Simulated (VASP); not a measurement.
Write the native input for VASP 6.6.1 that does the following.

- Task: electric field gradients
- Functional: LDA
- Potentials or basis: VASP PAW LDA potentials, release 64 (Ta_pv, Si)
- Cutoff: 520 eV
- k mesh: 11 × 11 × 7
- Occupations: fermi-dirac, width 0.05 eV
- Spin: no spin polarisation
- Dipole correction: no
- Further INCAR settings: ALGO = Normal; EDIFF = 1e-08; NBANDS = 38

The structure of TaSi2 lies in POSCAR:

```
TaSi2
1.0
    4.7839004637      0.0000000000      0.0000000000
   -2.3919502318      4.1429793307      0.0000000000
    0.0000000000      0.0000000000      6.5700000000
Ta Si
3 6
Direct
    0.5000000000      0.0000000000      0.0000000000
    0.5000000000      0.5000000000      0.6666666667
    0.0000000000      0.5000000000      0.3333333333
    0.1589700000      0.3179400000      0.0000000000
    0.8410300000      0.1589700000      0.6666666667
    0.6820600000      0.8410300000      0.3333333333
    0.8410300000      0.6820600000      0.0000000000
    0.1589700000      0.8410300000      0.6666666667
    0.3179400000      0.1589700000      0.3333333333
```

The input as run:

INCAR

```
  PREC = Accurate
  ENCUT = 520
  EDIFF = 1E-8
  ISMEAR = -1
  SIGMA = 0.05
  LREAL = F
  LASPH = T
  NELM = 60
  ALGO = Normal
  ISIF = 2
  LWAVE = F
  LCHARG = F
  GGA = CA
  LEFG = T
  NBANDS = 38
```

KPOINTS

```
Automatic mesh
0
Gamma
  11 11 7
```

Potentials or basis: VASP PAW LDA potentials, release 64 (Ta_pv, Si).

Command:

```bash
$ cat potpaw_LDA.64/Ta_pv/POTCAR potpaw_LDA.64/Si/POTCAR > POTCAR
$ mpirun -np 1 vasp_std > vasp.out
```

Results of the run:

```yaml
Pressure: -5.1 GPa
Largest_force: 0.039 eV/Å
Band_gap_on_the_k_mesh: zero (an odd number of electrons rules out a gap without spin polarisation)
Largest_electric_field_gradient_by_atom: Ta +57.8; Si -29.1 V/Å²
```

Caveat: the cell stands under tension; without QUAD_EFG the Cq values of the log hold for a quadrupole moment of 1 mb, not for the nuclei; spin-orbit coupling is left out, which moves the levels of the heavy elements; an odd number of electrons without spin polarisation forces a metal; a magnetic or distorted state may lie lower.

Run time: 4 min on 1 thread of Oxide Virtual Turin-like Processor, on a shared host, peak memory 0.32 GiB.
